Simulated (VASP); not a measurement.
Input of a VASP 6.6.1 run:

File INCAR:

```
  ALGO = Normal
  EDIFF = 1E-7
  ENCUT = 520
  ISIF = 2
  ISMEAR = -1
  LASPH = True
  LCHARG = False
  LREAL = False
  LWAVE = False
  NBANDS = 21
  NELM = 80
  PREC = Accurate
  SIGMA = 0.1
```

KPOINTS

```
k-points
0
Gamma
  19 19 10
```

The input POSCAR:

```
Ru
1.0
    2.3920293528      0.0000000000      0.0000000000
   -1.1960146764      2.0715581861      0.0000000000
    0.0000000000      0.0000000000      3.8202807392
Ru
2
Direct
    0.3333333333      0.6666666667      0.2500000000
    0.6666666667      0.3333333333      0.7500000000
```

Potentials or basis: VASP PAW LDA potentials, release 64 (Ru_pv).

Launch:

```console
$ cat potpaw_LDA.64/Ru_pv/POTCAR > POTCAR
$ mpirun -np 1 vasp_std > vasp.out
```

**Question.** Estimate the band gap on the k mesh.

**Answer.** Zero (band 14 reaches 23.27 eV, above the bottom of band 15 at 17.80 eV).

**Question.** Predict the pressure.

**Answer.** 256.0 GPa.

Stress tensor (GPa, compression positive):
```
255.89   0.00   0.00
  0.00 255.89   0.00
  0.00   0.00 256.31
```
